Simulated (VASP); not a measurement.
A run of VASP 6.6.1:

Contents of INCAR:

```
SYSTEM = SiO2
PREC = Accurate
ENCUT = 520
EDIFF = 1E-7
ISMEAR = -1
SIGMA = 0.05
LREAL = Auto
LASPH = .True.
NELM = 100
ALGO = Normal
ISIF = 2
LWAVE = .False.
LCHARG = .False.
GGA = PE
ISYM = 0
NBANDS = 72
```

File KPOINTS:

```
regular mesh
0
Gamma
  1 1 1
  0 0 0
```

POSCAR

```
SiO2
1.0
    6.6801160000      0.0097880000     -0.1947280000
    0.0097880000      6.8389880000     -0.1197180000
   -0.1947280000     -0.1197180000      6.8867160000
Si O
7 14
Direct
    0.6937092878      0.3351807757      0.6179967047
    0.0306659869      0.9108664311      0.6037083036
    0.3735200098      0.0256035693      0.5691919069
    0.8584877973      0.1484330018      0.9532267214
    0.8184428784      0.5916452832      0.3391211914
    0.5614590619      0.1350854286      0.2648405942
    0.1344556287      0.2760914207      0.3014080134
    0.8418140289      0.3182771462      0.8053113074
    0.0462532549      0.1561601290      0.1101670204
    0.9044287808      0.9551387605      0.7937074666
    0.1528126120      0.1250905731      0.5002226733
    0.2695979577      0.8541046557      0.6877521844
    0.7165155232      0.5792610150      0.1200937580
    0.3811624372      0.3019033291      0.2944842305
    0.6619497625      0.0923869132      0.0629826364
    0.0269199700      0.4633497587      0.3800007694
    0.4964731404      0.2104701024      0.6779931511
    0.4663427921      0.9446230057      0.3602713363
    0.9411191981      0.8086861945      0.4023860652
    0.6819764580      0.5534699686      0.5396820821
    0.7560710893      0.1993282050      0.4286625708
```

Potentials or basis: VASP PAW PBE potentials, release 64 (Si, O).

Run with:

```bash
$ cat potpaw_PBE.64/Si/POTCAR potpaw_PBE.64/O/POTCAR > POTCAR
$ mpirun -np 1 vasp_gam > vasp.out
```

Hardware: 1 thread of Intel(R) Xeon(R) 6975P-C (Granite Rapids), with other jobs on the host.

How long does it take, and how much memory?

Wall time 23 s on 1 thread of Intel(R) Xeon(R) 6975P-C (Granite Rapids), on a shared host, peak memory 0.33 GiB. Counts: scf iterations 18, k points 1.
